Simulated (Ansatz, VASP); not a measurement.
One calculation of Co, two programs

Contents of INCAR:

```
ALGO = Normal
EDIFF = 1E-7
ENCUT = 520
GGA = CA
ISIF = 2
ISMEAR = -1
LASPH = True
LCHARG = False
LREAL = False
LWAVE = False
NBANDS = 16
NELM = 100
PREC = Accurate
SIGMA = 0.1
```

Contents of KPOINTS:

```
k-points
0
Gamma
  25 25 13
```

Contents of POSCAR:

```
Co
1.0
    2.3995686430      0.0000000000      0.0000000000
   -1.1997843215      2.0780874030      0.0000000000
    0.0000000000      0.0000000000      3.8656883379
Co
2
Direct
    0.3333333333      0.6666666667      0.2500000000
    0.6666666667      0.3333333333      0.7500000000
```

Input for Ansatz:

```yaml
crystal:
  lattice:
    - [2.399568643, 0.0, 0.0]
    - [-1.1997843215, 2.078087403, 0.0]
    - [0.0, 0.0, 3.8656883379]
  atoms:
    - { symbol: Co, position: [0.3333333333, 0.6666666667, 0.25] }
    - { symbol: Co, position: [0.6666666667, 0.3333333333, 0.75] }
hamiltonian:
  xc: lda
  pseudopotentials:
    kind: paw
    azcp:
      Co: "pseudopotentials/Co.paw.azcp"
basis:
  ecutwfc: 420
  fft_grid_basis: typed
kpoints:
  mp_grid: { grid: [25, 25, 13], shift: [0, 0, 0] }
magnetization:
  spin_polarized: false
scf:
  occupations: { method: fermi_dirac, width: 0.1 }
  lower_state_search: "off"
output:
  stress: true
```

Alike in both runs: task single point; functional LDA; k mesh 25 × 25 × 13; occupations fermi-dirac, width 0.1 eV; no spin polarisation.

```csv
,VASP,Ansatz
version,VASP 6.6.1,Ansatz 0.2.0
potentials or method,"VASP PAW LDA potentials, release 64 (Co), cutoff 520 eV","plane waves (420 eV) with PAW, scalar-relativistic"
valence electrons in the cell,18,34
```

```tsv
	VASP	Ansatz	Ansatz less VASP
pressure (GPa)	-0.9	0.0	+0.88
traceless stress, the component that is largest in VASP (GPa)	-0.07	0.01	+0.076
```

Ansatz warns that its potentials were made for another functional, while VASP's fit it. LDA's correlation is that of Perdew and Zunger in VASP and of Perdew and Wang (1992) in Ansatz. VASP's potentials hold 18 valence electrons a cell and Ansatz's 34, so a difference there can come from the potentials and not from the codes.
